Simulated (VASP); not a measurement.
La: single point with PBE

Crystal: La.

```xyz
2
Lattice="0.0000 3.2530 3.2530 3.2530 0.0000 3.2530 3.2530 3.2530 0.0000" Properties=species:S:1:pos:R:3 pbc="T T T"
La   -0.8132   -0.8132   -0.8132
La    0.8132    0.8132    0.8132
```

```
Program             : VASP 6.6.1
Task                : single point
Functional          : PBE
Potentials or basis : VASP PAW PBE potentials, release 64 (La)
Cutoff              : 520 eV
k mesh              : 10 × 10 × 10
Occupations         : fermi-dirac, width 0.05 eV
Spin                : no spin polarisation
```

The pressure is 4.3 GPa and the band gap on the k mesh is zero (band 11 reaches 8.21 eV, above the bottom of band 12 at 8.03 eV).

Levels at points of the mesh, in eV from the Fermi level:
```tsv
k point	band 9	band 10	band 11	band 12	band 13	band 14
(0.00, 0.00, 0.00)	-2.35	-0.82	-0.82	0.95	0.95	0.95
(0.50, 0.00, 0.00)	-1.27	-0.67	-0.67	-0.15	0.05	0.05
(0.50, 0.50, 0.00)	-1.84	-1.84	-0.15	-0.15	0.76	0.76
```

Run time: 43 s on 1 thread of Intel(R) Xeon(R) 6975P-C (Granite Rapids), on a shared host, peak memory 0.23 GiB.

Caveat: spin-orbit coupling is left out, which moves the levels of the heavy elements.
